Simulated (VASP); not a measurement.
## Ag2Au: relaxation of cell and atoms with PBE

Crystal: Ag2Au.

```
Ag Au
1.0
     5.06498    0.00000    0.00000
     0.00000    5.06498    0.00000
     0.00000    0.00000    5.06498
Ag Au
4 2
Direct
  0.25000 0.25000 0.25000
  0.25000 0.75000 0.75000
  0.75000 0.75000 0.25000
  0.75000 0.25000 0.75000
  0.00000 0.00000 0.00000
  0.50000 0.50000 0.50000
```

| Property | Result |
| --- | --- |
| Program | VASP 6.6.1 |
| Task | relaxation of cell and atoms |
| Functional | PBE |
| Potentials or basis | VASP PAW PBE potentials, release 64 (Ag, Au) |
| Cutoff | 600 eV |
| k mesh | 4 × 4 × 4 |
| Occupations | gaussian, width 0.1 eV |
| Spin | no spin polarisation |
| Dipole correction | no |
| Further INCAR settings | ALGO = Fast; EDIFF = 1e-06; IBRION = 2; EDIFFG = -0.04; NSW = 90; ISIF = 3 |

The relaxed volume is 36.16 Å³/atom, the relaxed cell is a = 6.009 Å, b = 6.009 Å, c = 6.009 Å, α = 90.00°, β = 90.00°, γ = 90.00° and the space group after relaxing (to 0.05 Å) is Pn-3m (No. 224). The energy gained by relaxing is 1436.7 meV/atom and the ionic steps are 5. The pressure after relaxing is 0.0 GPa and the band gap on the k mesh is zero (band 33 reaches 2.62 eV, above the bottom of band 34 at 0.71 eV).

Step by step:
```
step  energy change (eV)  largest force (eV/Å)  pressure (GPa)  volume (Å³)
   1              0.0000                0.0000           53.50       129.94
   2             -6.7484                0.0000           -3.87       318.91
   3             -8.1832                0.0000            0.45       213.31
   4             -8.6174                0.0000           -0.34       219.93
   5             -8.6202                0.0000            0.03       216.98
```

Final structure:
```
CELL_PARAMETERS angstrom
6.00905 0.00000 0.00000
0.00000 6.00905 0.00000
0.00000 0.00000 6.00905
ATOMIC_POSITIONS crystal
Ag 0.25000 0.25000 0.25000
Ag 0.25000 0.75000 0.75000
Ag 0.75000 0.75000 0.25000
Ag 0.75000 0.25000 0.75000
Au 0.00000 0.00000 0.00000
Au 0.50000 0.50000 0.50000
```

Levels at points of the mesh, in eV from the Fermi level:
```csv
k point,band 29,band 30,band 31,band 32,band 33,band 34,band 35,band 36
"(0.00, 0.00, 0.00)",-2.02,-1.89,-1.89,-1.89,0.90,0.90,0.90,2.84
"(0.50, 0.00, 0.00)",-2.37,-2.37,-2.09,-2.09,1.09,1.09,1.14,1.14
"(0.50, 0.50, 0.00)",-2.17,-2.17,-2.02,-2.02,-0.83,-0.83,2.32,2.32
"(0.50, 0.50, 0.50)",-2.05,-2.02,-2.02,-1.55,0.33,0.33,0.33,0.90
```

Wall time 4.4 min on 1 thread of Intel(R) Xeon(R) Platinum 8375C CPU @ 2.90GHz (Ice Lake), with other jobs on the host, peak memory 0.28 GiB.

Caveat: the volume moved by over 15 % at a fixed basis, so the end points are rough; spin-orbit coupling is left out, which moves the levels of the heavy elements.
